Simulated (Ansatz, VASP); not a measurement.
Two plane-wave programs on RuS2

The input INCAR:

```
PREC = Accurate ; ENCUT = 520
EDIFF = 1E-7 ; ISMEAR = 1
SIGMA = 0.001 ; LREAL = False
LASPH = True ; NELM = 150
ALGO = Normal ; ISIF = 2
LWAVE = False ; LCHARG = False
ISPIN = 2 ; MAGMOM = 2 0 0
LORBIT = 11 ; LMAXMIX = 4
GGA = PS ; NBANDS = 24
```

Contents of KPOINTS:

```
regular mesh
0
Gamma
  10 10 6
```

File POSCAR:

```
RuS2
1.0
    3.3708525769      0.0000000000      0.0000000000
   -1.6854262884      2.9192439640      0.0000000000
    0.0000000000      0.0000000000      4.8871536491
Ru S
1 2
Direct
    0.0000000000      0.0000000000      0.0000000000
    0.3333333333      0.6666666667      0.2695476810
    0.6666666667      0.3333333333      0.7304523190
```

Input for Ansatz:

```yaml
crystal:
  lattice:
    - [3.370852576896, -2.886749366568e-11, 0.0]
    - [-1.685426288423, 2.919243964018, 0.0]
    - [0.0, 0.0, 4.8871536491]
  atoms:
    - { symbol: Ru, position: [0.0, 0.0, 0.0], spin: 2.0 }
    - { symbol: S, position: [0.3333333333333, 0.6666666666667, 0.269547681] }
    - { symbol: S, position: [0.6666666666667, 0.3333333333333, 0.730452319] }
basis:
  ecutwfc: 420
  ecutrho_ratio: 4
kpoints:
  mp_grid: { grid: [10, 10, 6] }
hamiltonian:
  xc: pbesol
scf:
  occupations: { method: cold, width: 0.001 }
output:
  forces: true
  stress: true
magnetization:
  spin_polarized: true
```

Alike in both runs: task single point; functional PBEsol; k mesh 10 × 10 × 6; collinear spin.

|  | VASP | Ansatz |
| --- | --- | --- |
| version | VASP 6.6.1 | Ansatz 0.2.0 |
| potentials or method | VASP PAW PBE potentials, release 64 (Ru_pv, S), cutoff 520 eV | scalar-relativistic, plane waves, PAW |
| occupations | methfessel-paxton of order 1, width 0.001 eV | cold, width 0.001 eV |
| valence electrons in the cell | 26 | 28 |

Ansatz gave:

| Quantity | Value |
| --- | --- |
| pressure (GPa) | 0.0 |
| rms of the force components (eV/Å) | 0.001 |
| net moment per atom (μB) | 0.14 |
| size of the moment on the site where the two differ most (μB) | 0.28 |

Task: What did VASP give for the same quantities?

Result: Pressure (GPa): -0.1; rms of the force components (eV/Å): 0.012; net moment per atom (μB): 0.13; size of the moment on the site where the two differ most (μB): 0.30.

VASP's potentials were made for PBE, not for PBEsol. Site moments also hang on the region over which each program counts them. Atom by atom the forces differ by 0.013 eV/Å (rms over components). VASP's potentials hold 26 valence electrons a cell and Ansatz's 28, so a difference there can come from the potentials and not from the codes. Ansatz's warnings: stability check not made.
